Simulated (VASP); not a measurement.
# TiN (Osbornite) (Fm-3m) in VASP: vibrations by perturbation theory with PBEsol

Aim: the vibrations by perturbation theory of TiN (Osbornite) with PBEsol.

All numbers are computed with VASP 6.6.1; they aren't measurements. Logs are shortened: lines on timing, memory, paths and dates and some standing lists are left out, and cuts for length are marked.

## (1) The cell of the first run

Symmetry: Fm-3m, No. 225, cubic system. Conventional cell: a = 4.238 Å, b = 4.238 Å, c = 4.238 Å, α = 90.00°, β = 90.00°, γ = 90.00°. Within 2.8 Å of Ti (site symmetry m-3m) lie 6 N at 2.12 Å. N (site symmetry m-3m) has 6 Ti at 2.12 Å within 2.8 Å.

## (2) Vibrations by perturbation theory, PBEsol

File INCAR:

```
SYSTEM = TiN
PREC = Accurate ; ENCUT = 520
EDIFF = 1E-8 ; ISMEAR = -1
SIGMA = 0.15 ; LREAL = .False.
LASPH = .True. ; NELM = 60
ALGO = Normal ; ISIF = 2
LWAVE = .False. ; LCHARG = .True.
GGA = PS ; IBRION = 8
NSW = 1
```

File KPOINTS:

```
Automatic mesh
0
Gamma
  12 12 12
  0 0 0
```

File POSCAR:

```
TiN
1.0
    0.0000000000      2.1190000000      2.1190000000
    2.1190000000      0.0000000000      2.1190000000
    2.1190000000      2.1190000000      0.0000000000
Ti N
1 1
Direct
    0.0000000000      0.0000000000      0.0000000000
    0.5000000000      0.5000000000      0.5000000000
```

Potentials or basis: VASP PAW PBE potentials, release 64 (Ti_sv, N).

Command:

```bash
> cat potpaw_PBE.64/Ti_sv/POTCAR potpaw_PBE.64/N/POTCAR > POTCAR
> mpirun -np 1 vasp_std > vasp.out
```

OUTCAR:

```text
SYSTEM = TiN
   PREC = Accurate
   ENCUT = 520
   EDIFF = 1E-8
   ISMEAR = -1
   LREAL = .False.
   LASPH = .True.
   NELM = 60
   ISIF = 2
   GGA = PS
   IBRION = 8
   NSW = 1

 ion  position               nearest neighbor table
   1  0.000  0.000  0.000-   2 2.12   2 2.12   2 2.12   2 2.12   2 2.12   2 2.12
   2  0.500  0.500  0.500-   1 2.12   1 2.12   1 2.12   1 2.12   1 2.12   1 2.12

  LATTYP: Found a face centered cubic cell.
 ALAT       =     4.2380000000

  Lattice vectors:

 A1 = (   0.0000000000,   2.1190000000,   2.1190000000)
 A2 = (   2.1190000000,   0.0000000000,   2.1190000000)
 A3 = (   2.1190000000,   2.1190000000,   0.0000000000)

Analysis of symmetry for initial positions (statically):
=====================================================================
 Subroutine PRICEL returns:
 Original cell was already a primitive cell.

 Routine SETGRP: Setting up the symmetry group for a
 face centered cubic supercell.

 Subroutine GETGRP returns: Found 48 space group operations
 (whereof 48 operations were pure point group operations)
 out of a pool of 48 trial point group operations.

The static configuration has the point symmetry O_h .

Analysis of symmetry for dynamics (positions and initial velocities):
=====================================================================
 Subroutine PRICEL returns:
 Original cell was already a primitive cell.

 Routine SETGRP: Setting up the symmetry group for a
 face centered cubic supercell.

 Subroutine GETGRP returns: Found 48 space group operations
 (whereof 48 operations were pure point group operations)
 out of a pool of 48 trial point group operations.

The dynamic configuration has the point symmetry O_h .

 Subroutine INISYM returns: Found 48 space group operations
 (whereof 48 operations are pure point group operations),
 and found     1 'primitive' translations

----------------------------------------------------------------------------------------

                                     Primitive cell

  volume of cell :      19.0293

  direct lattice vectors                    reciprocal lattice vectors
     0.000000000  2.119000000  2.119000000    -0.235960359  0.235960359  0.235960359
     2.119000000  0.000000000  2.119000000     0.235960359 -0.235960359  0.235960359
     2.119000000  2.119000000  0.000000000     0.235960359  0.235960359 -0.235960359

  length of vectors
     2.996718539  2.996718539  2.996718539     0.408695330  0.408695330  0.408695330

  position of ions in fractional coordinates (direct lattice)
     0.000000000  0.000000000  0.000000000
     0.500000000  0.500000000  0.500000000

  ion indices of the primitive-cell ions
   primitive index   ion index
                 1           1
                 2           2

----------------------------------------------------------------------------------------

 KPOINTS: Automatic mesh

Automatic generation of k-mesh.
 Grid dimensions read from file:
 generate k-points for:   12   12   12

 Generating k-lattice:

  Cartesian coordinates                     Fractional coordinates (reciprocal lattice)
    -0.019663363  0.019663363  0.019663363     0.083333333  0.000000000  0.000000000
     0.019663363 -0.019663363  0.019663363     0.000000000  0.083333333  0.000000000
     0.019663363  0.019663363 -0.019663363     0.000000000  0.000000000  0.083333333

  Length of vectors
     0.034057944  0.034057944  0.034057944

  Shift w.r.t. Gamma in fractional coordinates (k-lattice)
     0.000000000  0.000000000  0.000000000

 Subroutine IBZKPT returns following result:
 ===========================================

 Found     72 irreducible k-points:

 Following reciprocal coordinates:
            Coordinates               Weight
  0.000000  0.000000  0.000000      1.000000
  0.083333  0.000000  0.000000      8.000000
  0.166667  0.000000  0.000000      8.000000
  0.250000  0.000000  0.000000      8.000000
  0.333333  0.000000  0.000000      8.000000
  0.416667  0.000000  0.000000      8.000000
[... 16 lines left out ...]
  0.500000  0.166667  0.000000     24.000000
 -0.416667  0.166667  0.000000     24.000000
 [... further k-points ...]
   k-points           NKPTS =     72   k-points in BZ     NKDIM =     72   number of bands    NBANDS=     12
   number of dos      NEDOS =    301   number of ions     NIONS =      2
   total plane-waves  NPLWV =  13824
   dimension x,y,z NGX =    24 NGY =   24 NGZ =   24
   dimension x,y,z NGXF=    48 NGYF=   48 NGZF=   48
   ions per type =               1   1
   NGX,Y,Z   is equivalent  to a cutoff of  13.31, 13.31, 13.31 a.u.
   NGXF,Y,Z  is equivalent  to a cutoff of  26.63, 26.63, 26.63 a.u.
 SYSTEM =  TiN
   PREC   = accura    normal or accurate (medium, high low for compatibility)
   ISTART =      0    job   : 0-new  1-cont  2-samecut
   ICHARG =      2    charge: 1-file 2-atom 10-const
   ISPIN  =      1    spin polarized calculation?
   LNONCOLLINEAR =      F non collinear calculations
   LSORBIT =      F    spin-orbit coupling
   LASPH  =      T    aspherical Exc in radial PAW
   ENCUT  =  520.0 eV  38.22 Ry    6.18 a.u.   5.57  5.57  5.57*2*pi/ulx,y,z
   NELM   =     60;   NELMIN=  2; NELMDL= -5     # of ELM steps
   EDIFF  = 0.1E-07   stopping-criterion for ELM
   LREAL  =      F    real-space projection
   EDIFFG = 0.1E-06   stopping-criterion for IOM
   NSW    =      1    number of steps for IOM
   IBRION =      8    ionic relax: 0-MD 1-quasi-New 2-CG
   NFREE  =      0    steps in history (QN), initial steepest desc. (CG)
   ISIF   =      2    stress and relaxation
   ISYM   =      2    0-nonsym 1-usesym 2-fastsym
   POTIM  = 0.5000    time-step for ionic-motion
   TEBEG  =    0.0;   TEEND  =   0.0 temperature during run
   PSTRESS=    0.0 pullay stress
   NELECT =      17.0000    total number of electrons
   NUPDOWN=      -1.0000    fix difference up-down
   EMIN   =  10.00;   EMAX   =-10.00  energy-range for DOS
   EFERMI =   0.00;   METHOD = LEGACY
   ISMEAR =    -1;   SIGMA  =   0.15  broadening in eV -4-tet -1-fermi 0-gaus
   EFERMI_NEDOS =   21; number of points for ismear=-14 and -15
   IALGO  =     38    algorithm
   IMIX   =      4    mixing-type and parameters
     AMIX     =   0.40;   BMIX     =  1.00
     AMIX_MAG =   1.60;   BMIX_MAG =  1.00
  volume/ion in A,a.u.               =       9.51        64.21
  Fermi-wavevector in a.u.,A,eV,Ry     =   1.576704  2.979539 33.824024  2.485996
  Thomas-Fermi vector in A             =   2.677497
   LORBIT       =      0    0 simple, 1 ext, 2 COOP (PROOUT), +10 PAW based schemes
   GGA     = PS    functional components
   LHFCALC =     F    Hartree Fock is set to
   AEXX    =    0.0000 exact exchange contribution
   IVDW    =     0    specifies the selected vdW correction
   LEPSILON=     F    determine dielectric tensor
   LRPA    =     F    only Hartree local field effects (RPA)
 non-spin polarized calculation
  energy-cutoff  :      520.00
  volume of cell :       19.03
 maximum number of plane-waves:       532
 NGX is ok and might be reduce to    24
   NGX = 11   NGY = 11   NGZ = 11

--------------------------------------- Ionic step        1  -------------------------------------------

 number of electron      17.0000002 magnetization

 Free energy of the ion-electron system (eV)
  ---------------------------------------------------
  ext. energy  EPLUGINS =         0.00000000
  ---------------------------------------------------
  free energy    TOTEN  =       -20.80347643 eV

  energy without entropy =      -20.74212343  energy(sigma->0) =      -20.77279993

 E-fermi :  11.3176     XC(G=0): -13.2365

 val. band max:       11.2951676622   @ k =   0.1667   0.0000   0.0000
 cond. band min:      11.3371045670   @ k =   0.0833   0.0833   0.0000
 fundamental gap:      0.0419369047
 Fermi energy:        11.3175952020

 k-point     1 :       0.0000    0.0000    0.0000
  band No.  band energies     occupation
      1     -46.2546      2.00000
      2     -22.3325      2.00000
      3     -22.3325      2.00000
      4     -22.3325      2.00000
      5      -5.7100      2.00000
      6       9.3253      2.00000
      7       9.3253      2.00000
      8       9.3253      2.00000
      9      10.7161      1.96438
     10      10.7161      1.96438
     11      10.7161      1.96438
     12      11.9224      0.03487
[... 331 lines left out ...]
 k-point    24 :      -0.4167    0.1667    0.0000
  band No.  band energies     occupation
      1     -46.1440      2.00000
      2     -22.9254      2.00000
      3     -22.5056      2.00000
      4     -22.4132      2.00000
      5      -3.4030      2.00000
      6       3.8142      2.00000
      7       5.8931      2.00000
      8       6.0551      2.00000
      9      12.6231      0.00033
     10      12.9541      0.00004
     11      13.4757      0.00000
     12      15.8600      0.00000

 [... further k-points ...]
[... 5 lines left out ...]
  --------------------------------------------------------------------------------------
  -------------------------------------------------------------------------------------
  Total       -0.7227863     -0.7227863     -0.7227863      0.0000000      0.0000000      0.0000000
  in kB      -60.8551938    -60.8551938    -60.8551938      0.0000000      0.0000000      0.0000000
  external PRESSURE =     -60.8551938 kB  Pullay stress =       0.0000000 kB

 VOLUME and BASIS-vectors are now :
 -----------------------------------------------------------------------------
  energy-cutoff  :      520.00
  volume of cell :       19.03
      direct lattice vectors                 reciprocal lattice vectors
     0.000000000  2.119000000  2.119000000    -0.235960359  0.235960359  0.235960359
     2.119000000  0.000000000  2.119000000     0.235960359 -0.235960359  0.235960359
     2.119000000  2.119000000  0.000000000     0.235960359  0.235960359 -0.235960359

 POSITION                                       TOTAL-FORCE (eV/Angst)
 -----------------------------------------------------------------------------------
      0.00000      0.00000      0.00000        -0.000000      0.000000      0.000000
      2.11900      2.11900      2.11900         0.000000     -0.000000     -0.000000
 -----------------------------------------------------------------------------------
    total drift:                                0.000000     -0.000000     -0.000000

  FREE ENERGIE OF THE ION-ELECTRON SYSTEM (eV)
  ---------------------------------------------------
  free  energy   TOTEN  =       -20.8034764302 eV

  energy  without entropy=      -20.7421234329  energy(sigma->0) =      -20.77279993

[... ionic steps 2 to 3 ...]

--------------------------------------- Ionic step        4  -------------------------------------------

------------------------ aborting loop because EDIFF is reached ----------------------------------------

[... ionic steps 5 to 6 ...]

--------------------------------------- Ionic step        7  -------------------------------------------

 Free energy of the ion-electron system (eV)
  ---------------------------------------------------
  ---------------------------------------------------
  free energy    TOTEN  =        -0.23083189 eV

  energy without entropy =       -0.23083189

------------------------ aborting loop because EDIFF is reached ----------------------------------------

 INTERNAL STRAIN TENSOR  FOR ION    2  DIRECTION 1   (eV/Angst):
 -----------------------------------------------------------------------------
     0.02019 -0.00000  0.00000
    -0.00000 -0.00957  0.00000
    -0.00000  0.00000 -0.00957

 INTERNAL STRAIN TENSOR FOR ION    2 for displacements in x,y,z  (eV/Angst):
          X           Y           Z          XY          YZ          ZX
  --------------------------------------------------------------------------------
  x     0.00000     0.00000     0.00000     0.00000     0.00000     0.00000
  y     0.00000     0.00000     0.00000     0.00000     0.00000     0.00000
  z     0.00000     0.00000     0.00000     0.00000     0.00000     0.00000

 SECOND DERIVATIVES (NOT SYMMETRIZED)
 ------------------------------------
               1X          1Y          1Z          2X          2Y          2Z
  1X   -10.224228    0.000000    0.000000   10.224228    0.000000    0.000000
  1Y     0.000000  -10.224228    0.000000    0.000000   10.224228    0.000000
  1Z     0.000000    0.000000  -10.224228    0.000000    0.000000   10.224228
  2X    10.172547    0.000000    0.000000  -10.172547    0.000000    0.000000
  2Y     0.000000   10.172547    0.000000    0.000000  -10.172547    0.000000
  2Z     0.000000    0.000000   10.172547    0.000000    0.000000  -10.172547

 Eigenvectors and eigenvalues of the dynamical matrix
 ----------------------------------------------------

   1 f  =   15.157841 THz    95.239524 2PiTHz  505.611151 cm-1    62.687765 meV
             X         Y         Z           dx          dy          dz
      0.000000  0.000000  0.000000     0.000000    0.476598   -0.000000
      2.119000  2.119000  2.119000    -0.000000   -0.879121   -0.000000
[... 21 lines left out ...]
   6 f/i=    0.016092 THz     0.101110 2PiTHz    0.536777 cm-1     0.066552 meV
             X         Y         Z           dx          dy          dz
      0.000000  0.000000  0.000000     0.804886   -0.351941    0.033920
      2.119000  2.119000  2.119000     0.436353   -0.190798    0.018389

--------------------------------------------------------------------------------------------------------

 ELASTIC MODULI CONTR FROM IONIC RELAXATION (kBar)
 Direction    XX          YY          ZZ          XY          YZ          ZX
 --------------------------------------------------------------------------------
 XX           0.0000      0.0000      0.0000      0.0000      0.0000      0.0000
 YY           0.0000      0.0000      0.0000      0.0000      0.0000      0.0000
 ZZ           0.0000      0.0000      0.0000      0.0000      0.0000      0.0000
 XY           0.0000      0.0000      0.0000      0.0000      0.0000      0.0000
 YZ           0.0000      0.0000      0.0000      0.0000      0.0000      0.0000
 ZX           0.0000      0.0000      0.0000      0.0000      0.0000      0.0000
 --------------------------------------------------------------------------------
```

It took 5.9 min on 1 thread of AMD EPYC 7R43 (Zen 3), shared host; peak memory 0.19 GiB.

Results:

```yaml
Highest_phonon_frequency_at_Γ_LO-TO_splitting_left_out: 506 cm⁻¹
```

Phonon frequencies in cm⁻¹ (negative: imaginary):
```tsv
q point	frequencies
(0.000, 0.000, 0.000)	-1 -1 -1 506 506 506
```

Caveat: the cell wasn't relaxed at this level first, which shifts response properties; the PAW data sets were made with another functional, which shifts forces and pressure a little.
